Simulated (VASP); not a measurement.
Input of a VASP 6.6.1 run:

POSCAR

```
PtS2
1.0
    1.7391392326      1.0040925041      5.0958703778
   -1.7391392326      1.0040925041      5.0958703778
    0.0000000000     -2.0081850081      5.0958703778
Pt S
1 2
Direct
   -0.0026256460     -0.0026256460     -0.0026256460
    0.4255983386      0.4255983386      0.4255983386
    0.2436939740      0.2436939740      0.2436939740
```

INCAR.step1

```
SYSTEM = PtS2
  PREC = Accurate
  ENCUT = 520
  ISMEAR = -1
  SIGMA = 0.02
  LREAL = .FALSE.
  LASPH = .TRUE.
  NELM = 80
  NBANDS = 18
  GGA = PE
  ALGO = Normal
  EDIFF = 1E-4
  LWAVE = .TRUE.
  LCHARG = .FALSE.
```

Contents of INCAR.step2:

```
SYSTEM = PtS2
  PREC = Accurate
  ENCUT = 520
  EDIFF = 1E-7
  ISMEAR = -1
  SIGMA = 0.02
  LREAL = .FALSE.
  LASPH = .TRUE.
  NELM = 80
  ALGO = Normal
  ISIF = 2
  LWAVE = .FALSE.
  LCHARG = .FALSE.
  METAGGA = R2SCAN
  LMIXTAU = .TRUE.
  NBANDS = 18
  ISTART = 1
```

Contents of KPOINTS:

```
Automatic mesh
0
G
  6 6 6
  0 0 0
```

Potentials or basis: VASP PAW PBE potentials, release 64 (Pt, S).

The run is started by

```sh
$ cat potpaw_PBE.64/Pt/POTCAR potpaw_PBE.64/S/POTCAR > POTCAR
$ cp INCAR.step1 INCAR
$ mpirun -np 1 vasp_std > vasp.out
$ cp INCAR.step2 INCAR
$ mpirun -np 1 vasp_std > vasp.out
```

Problem. Predict the pressure.

Solution. 1.2 GPa.

Problem. Estimate the band gap on the k mesh.

Solution. Zero (band 11 reaches 7.77 eV, above the bottom of band 12 at 7.35 eV).

Problem. What does it give for the largest force?

Solution. 0.052 eV/Å.

Forces in eV/Å, atoms in the order of the input:
```
Pt   0.000  0.000 -0.012
S    0.000  0.000 -0.040
S    0.000  0.000  0.052
```

Caveat: the PAW data sets were made with another functional, which shifts forces and pressure a little; spin-orbit coupling is left out, which moves the levels of the heavy elements.
